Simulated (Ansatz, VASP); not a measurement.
**One calculation of BN, two programs**

```
B N
1.0
     0.00000    1.80750    1.80750
     1.80750    0.00000    1.80750
     1.80750    1.80750    0.00000
B N
1 1
Direct
  0.00000 0.00000 0.00000
  0.25000 0.25000 0.25000
```

Alike in both runs: task relaxation of cell and atoms; functional r2SCAN; k mesh 12 × 12 × 12; occupations gaussian, width 0.02 eV; no spin polarisation.

|  | VASP | Ansatz |
| --- | --- | --- |
| version | VASP 6.6.1 | Ansatz 0.2.0 |
| potentials or method | VASP PAW PBE potentials, release 64 (B, N), cutoff 600 eV | scalar-relativistic, plane waves, PAW |
| valence electrons in the cell | 8 | 8 |

|  | VASP | Ansatz | Ansatz less VASP |
| --- | --- | --- | --- |
| gap on the k mesh at the Fermi level, each at its own relaxed structure (eV) | 4.98 | 5.00 | +0.024 |
| relaxed volume (Å³/atom) | 5.90 | 5.88 | -0.018 |
| relaxed cell length with the largest relative difference (Å) | 2.555 | 2.552 | -0.0026 |

VASP's potentials were made for PBE, not for r2SCAN.
